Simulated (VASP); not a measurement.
# C (Fd-3m) in VASP: a series of runs

The runs below take C through single point, with LDA.

Everything below comes from runs of VASP 6.6.1. Logs are shortened: lines on timing, memory, paths and dates and some standing lists are left out, and cuts for length are marked.

## Step 1: The cell of the first run

Symmetry: Fd-3m, No. 227, cubic system. The conventional cell has a = 3.529 Å, b = 3.529 Å, c = 3.529 Å, α = 90.00°, β = 90.00°, γ = 90.00°. C (site symmetry -43m) has 4 C at 1.53 Å within 2.0 Å.

## Step 2: Single point, LDA

File INCAR:

```
  PREC = Accurate
  ENCUT = 910
  EDIFF = 1E-6
  ISMEAR = 0
  SIGMA = 0.01
  LREAL = False
  LASPH = True
  NELM = 120
  ALGO = Normal
  ISIF = 2
  LWAVE = False
  LCHARG = False
  NBANDS = 11
  GGA_COMPAT = False
```

File KPOINTS:

```
regular mesh
0
Gamma
  10 10 10
```

File POSCAR:

```
C
1.0
    0.0000000000      1.7646522272      1.7646522272
    1.7646522272      0.0000000000      1.7646522272
    1.7646522272      1.7646522272      0.0000000000
C
2
Direct
    0.5000000000      0.5000000000      0.5000000000
    0.7500000000      0.7500000000      0.7500000000
```

Potentials or basis: VASP PAW LDA potentials, release 64 (C_h).

Started as:

```
> cat potpaw_LDA.64/C_h/POTCAR > POTCAR
> mpirun -np 1 vasp_std > vasp.out
```

OUTCAR:

```text
PREC = Accurate
   ENCUT = 910
   EDIFF = 1E-6
   ISMEAR = 0
   LREAL = False
   LASPH = True
   NELM = 120
   ISIF = 2

 ion  position               nearest neighbor table
   1  0.500  0.500  0.500-
   2  0.750  0.750  0.750-

  LATTYP: Found a face centered cubic cell.
 ALAT       =     3.5293044544

  Lattice vectors:

 A1 = (   0.0000000000,   1.7646522272,   1.7646522272)
 A2 = (   1.7646522272,   0.0000000000,   1.7646522272)
 A3 = (   1.7646522272,   1.7646522272,   0.0000000000)

Analysis of symmetry for initial positions (statically):
=====================================================================
 Subroutine PRICEL returns:
 Original cell was already a primitive cell.

 Routine SETGRP: Setting up the symmetry group for a
 face centered cubic supercell.

 Subroutine GETGRP returns: Found 48 space group operations
 (whereof 24 operations were pure point group operations)
 out of a pool of 48 trial point group operations.

The static configuration has the point symmetry T_d .
 The point group associated with its full space group is O_h .

Analysis of symmetry for dynamics (positions and initial velocities):
=====================================================================
 Subroutine PRICEL returns:
 Original cell was already a primitive cell.

 Routine SETGRP: Setting up the symmetry group for a
 face centered cubic supercell.

 Subroutine GETGRP returns: Found 48 space group operations
 (whereof 24 operations were pure point group operations)
 out of a pool of 48 trial point group operations.

The dynamic configuration has the point symmetry T_d .
 The point group associated with its full space group is O_h .

 Subroutine INISYM returns: Found 48 space group operations
 (whereof 24 operations are pure point group operations),
 and found     1 'primitive' translations

----------------------------------------------------------------------------------------

                                     Primitive cell

  volume of cell :      10.9902

  direct lattice vectors                    reciprocal lattice vectors
     0.000000000  1.764652227  1.764652227    -0.283341948  0.283341948  0.283341948
     1.764652227  0.000000000  1.764652227     0.283341948 -0.283341948  0.283341948
     1.764652227  1.764652227  0.000000000     0.283341948  0.283341948 -0.283341948

  length of vectors
     2.495595113  2.495595113  2.495595113     0.490762650  0.490762650  0.490762650

  position of ions in fractional coordinates (direct lattice)
     0.500000000  0.500000000  0.500000000
     0.750000000  0.750000000  0.750000000

[... 80 lines left out ...]
   IBRION =     -1    ionic relax: 0-MD 1-quasi-New 2-CG
   NFREE  =      0    steps in history (QN), initial steepest desc. (CG)
   ISIF   =      2    stress and relaxation
   ISYM   =      2    0-nonsym 1-usesym 2-fastsym
   POTIM  = 0.5000    time-step for ionic-motion
   TEBEG  =    0.0;   TEEND  =   0.0 temperature during run
   PSTRESS=    0.0 pullay stress
   NELECT =       8.0000    total number of electrons
   NUPDOWN=      -1.0000    fix difference up-down
   EMIN   =  10.00;   EMAX   =-10.00  energy-range for DOS
   EFERMI =   0.00;   METHOD = LEGACY
   ISMEAR =     0;   SIGMA  =   0.01  broadening in eV -4-tet -1-fermi 0-gaus
   EFERMI_NEDOS =   21; number of points for ismear=-14 and -15
   IALGO  =     38    algorithm
   IMIX   =      4    mixing-type and parameters
     AMIX     =   0.40;   BMIX     =  1.00
     AMIX_MAG =   1.60;   BMIX_MAG =  1.00
  volume/ion in A,a.u.               =       5.50        37.08
  Fermi-wavevector in a.u.,A,eV,Ry     =   1.472660  2.782923 29.507312  2.168726
  Thomas-Fermi vector in A             =   2.587647
   LORBIT       =      0    0 simple, 1 ext, 2 COOP (PROOUT), +10 PAW based schemes
   GGA     = CA    functional components
   LHFCALC =     F    Hartree Fock is set to
   AEXX    =    0.0000 exact exchange contribution
   IVDW    =     0    specifies the selected vdW correction
   LEPSILON=     F    determine dielectric tensor
   LRPA    =     F    only Hartree local field effects (RPA)
 non-spin polarized calculation
 Gauss-broadening in eV      SIGMA  =   0.01
  energy-cutoff  :      910.00
  volume of cell :       10.99
 maximum number of plane-waves:       701
 NGX is ok and might be reduce to    28
   NGX = 13   NGY = 13   NGZ = 13

 number of electron       8.0000000 magnetization

 Free energy of the ion-electron system (eV)
  ---------------------------------------------------
  ext. energy  EPLUGINS =         0.00000000
  ---------------------------------------------------
  free energy    TOTEN  =       -20.26646980 eV

  energy without entropy =      -20.26646980  energy(sigma->0) =      -20.26646980

 E-fermi :  11.5472     XC(G=0): -13.8076

 val. band max:       11.3719346557   @ k =   0.0000   0.0000   0.0000
 cond. band min:      15.5825533507   @ k =   0.4000   0.4000   0.0000
 fundamental gap:      4.2106186950
 Fermi energy:        11.5472084081

 k-point     1 :       0.0000    0.0000    0.0000
  band No.  band energies     occupation
      1     -10.3744      2.00000
      2      11.3719      2.00000
      3      11.3719      2.00000
      4      11.3719      2.00000
      5      17.0044      0.00000
      6      17.0044      0.00000
      7      17.0044      0.00000
      8      25.6519      0.00000
      9      30.7981      0.00000
     10      38.3478      0.00000
     11      38.3478      0.00000
[... 309 lines left out ...]
 k-point    24 :       0.4000    0.3000    0.0000
  band No.  band energies     occupation
      1      -5.6838      2.00000
      2       3.3357      2.00000
      3       5.2203      2.00000
      4       5.8537      2.00000
      5      16.2194      0.00000
      6      19.4296      0.00000
      7      25.6859      0.00000
      8      25.7952      0.00000
      9      33.5617      0.00000
     10      34.3920      0.00000
     11      42.5385      0.00000

 [... further k-points ...]
[... 5 lines left out ...]
  --------------------------------------------------------------------------------------
  -------------------------------------------------------------------------------------
  Total        0.1119698      0.1119698      0.1119698     -0.0000000      0.0000000     -0.0000000
  in kB       16.3231577     16.3231577     16.3231577     -0.0000000      0.0000000     -0.0000000
  external PRESSURE =      16.3231577 kB  Pullay stress =       0.0000000 kB

 VOLUME and BASIS-vectors are now :
 -----------------------------------------------------------------------------
  energy-cutoff  :      910.00
  volume of cell :       10.99
      direct lattice vectors                 reciprocal lattice vectors
     0.000000000  1.764652227  1.764652227    -0.283341948  0.283341948  0.283341948
     1.764652227  0.000000000  1.764652227     0.283341948 -0.283341948  0.283341948
     1.764652227  1.764652227  0.000000000     0.283341948  0.283341948 -0.283341948

 POSITION                                       TOTAL-FORCE (eV/Angst)
 -----------------------------------------------------------------------------------
      1.76465      1.76465      1.76465         0.000000      0.000000      0.000000
      2.64698      2.64698      2.64698        -0.000000     -0.000000     -0.000000
 -----------------------------------------------------------------------------------
    total drift:                                0.000000      0.000000     -0.000000

  FREE ENERGIE OF THE ION-ELECTRON SYSTEM (eV)
  ---------------------------------------------------
  free  energy   TOTEN  =       -20.2664697958 eV

  energy  without entropy=      -20.2664697958  energy(sigma->0) =      -20.26646980
```

Wall time 16 s (1 thread of AMD EPYC 7R43 (Zen 3), shared host); peak memory 0.1 GiB.

Results:

```
Free energy            : -20.2665 eV
Pressure               : 1.6 GPa
Band gap on the k mesh : 4.21 eV, indirect (least direct gap 5.63 eV)
```

Levels at points of the mesh, in eV from the valence-band top:
```tsv
k point	band 2	band 3	band 4	band 5	band 6	band 7
(0.00, 0.00, 0.00)	0.00	0.00	0.00	5.63	5.63	5.63
(0.50, 0.00, 0.00)	-13.72	-2.87	-2.87	8.52	8.52	9.45
(0.50, 0.50, 0.00)	-12.84	-6.49	-6.49	4.78	4.78	17.10
```

Caveat: the cutoff is under 1.25 times the usual one of these potentials, so pressure, stress and relaxed cells hold a basis-set (Pulay) error.

## Step 3: Single point, LDA

This run uses another cell than the first one, of 5.46 Å³/atom, 0.994 times its volume.

File INCAR:

```
  ALGO = Normal
  EDIFF = 1E-6
  ENCUT = 910
  GGA_COMPAT = F
  ISIF = 2
  ISMEAR = 0
  LASPH = T
  LCHARG = T
  LELF = T
  LREAL = F
  LVHAR = T
  LWAVE = F
  NBANDS = 11
  NELM = 120
  PREC = Accurate
  SIGMA = 0.01
```

File KPOINTS:

```
k-points
0
Gamma
  10 10 10
```

File POSCAR:

```
C
1.0
    0.0000000000      1.7609084281      1.7609084281
    1.7609084281      0.0000000000      1.7609084281
    1.7609084281      1.7609084281      0.0000000000
C
2
Direct
    0.5000000000      0.5000000000      0.5000000000
    0.7500000000      0.7500000000      0.7500000000
```

Potentials or basis: VASP PAW LDA potentials, release 64 (C_h).

Started as:

```
> cat potpaw_LDA.64/C_h/POTCAR > POTCAR
> mpirun -np 1 vasp_std > vasp.out
```

It used 17 s of CPU time on 1 thread of AMD EPYC 7R13 Processor (Zen 3), with other jobs on the host.

Results (log left out):

```
Free energy            : -20.2648 eV
Pressure               : 4.7 GPa
Band gap on the k mesh : 4.23 eV, indirect (least direct gap 5.65 eV)
```

Levels at points of the mesh, in eV from the valence-band top:
```csv
k point,band 1,band 2,band 3,band 4,band 5,band 6,band 7,band 8
"(0.00, 0.00, 0.00)",-21.83,0.00,0.00,0.00,5.65,5.65,5.65,14.43
"(0.50, 0.00, 0.00)",-15.77,-13.79,-2.89,-2.89,8.55,8.55,9.54,15.75
"(0.50, 0.50, 0.00)",-12.88,-12.88,-6.52,-6.52,4.79,4.79,17.20,17.20
```

Caveat: the cutoff is under 1.25 times the usual one of these potentials, so pressure, stress and relaxed cells hold a basis-set (Pulay) error. A k mesh can miss the band edges.
